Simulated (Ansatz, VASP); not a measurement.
## One calculation of BaTiO3, two programs

File INCAR:

```
  ALGO = Normal
  EDIFF = 1E-8
  ENCUT = 520
  GGA = PE
  ISIF = 2
  ISMEAR = -1
  LASPH = True
  LCHARG = False
  LEFG = True
  LREAL = False
  LWAVE = False
  NBANDS = 28
  NELM = 100
  PREC = Accurate
  SIGMA = 0.03
```

The input KPOINTS:

```
k-points
0
Gamma
  7 7 7
```

Contents of POSCAR:

```
BaTiO3
1.0
    4.0524349834      0.0000000000      0.0000000000
    0.0000000000      4.0524349834      0.0000000000
    0.0000000000      0.0000000000      4.0708744846
Ba Ti O
1 1 3
Direct
    0.0000000000      0.0000000000      0.0000000000
    0.5000000000      0.5000000000      0.5000000000
    0.5000000000      0.5000000000      0.0000000000
    0.5000000000      0.0000000000      0.5000000000
    0.0000000000      0.5000000000      0.5000000000
```

Input for Ansatz:

```yaml
crystal:
  lattice:
    - [4.0524349834, 0.0, 0.0]
    - [0.0, 4.0524349834, 0.0]
    - [0.0, 0.0, 4.0708744846]
  atoms:
    - { symbol: Ba, position: [0.0, 0.0, 0.0] }
    - { symbol: Ti, position: [0.5, 0.5, 0.5] }
    - { symbol: O, position: [0.5, 0.5, 0.0] }
    - { symbol: O, position: [0.5, 0.0, 0.5] }
    - { symbol: O, position: [0.0, 0.5, 0.5] }
kpoints:
  mp_grid: { grid: [7, 7, 7] }
scf:
  occupations: { method: fermi_dirac, width: 0.03 }
hamiltonian:
  xc: pbe
  pseudopotentials: { kind: all_electron, datasets: crystal }
output:
  forces: true
  stress: true
  eigenvalues: true
  efg: { contact_densities: true }
```

Change from the starting cell: volume scaled by 1.04, crystal datasets.

Alike in both runs: task electric field gradients; functional PBE; k mesh 7 × 7 × 7; occupations fermi-dirac, width 0.03 eV; no spin polarisation.

|  | VASP | Ansatz |
| --- | --- | --- |
| version | VASP 6.6.1 | Ansatz 0.2.0 |
| potentials or method | VASP PAW PBE potentials, release 64 (Ba_sv, Ti_sv, O), cutoff 520 eV | all-electron PAW with datasets made for the crystal, scalar-relativistic |

```csv
,VASP,Ansatz,Ansatz less VASP
gap on the k mesh at the Fermi level (eV),1.72,1.77,+0.055
pressure (GPa),-2.9,-4.4,-1.51
"traceless stress, the component that is largest in VASP (GPa)",-0.48,-0.46,+0.019
size of Vzz on the site where it differs most (V/Å²),29.8,29.6,-0.18
```

Ansatz ran all-electron here, and VASP with PAW potentials.

Neither program's run includes spin-orbit coupling.
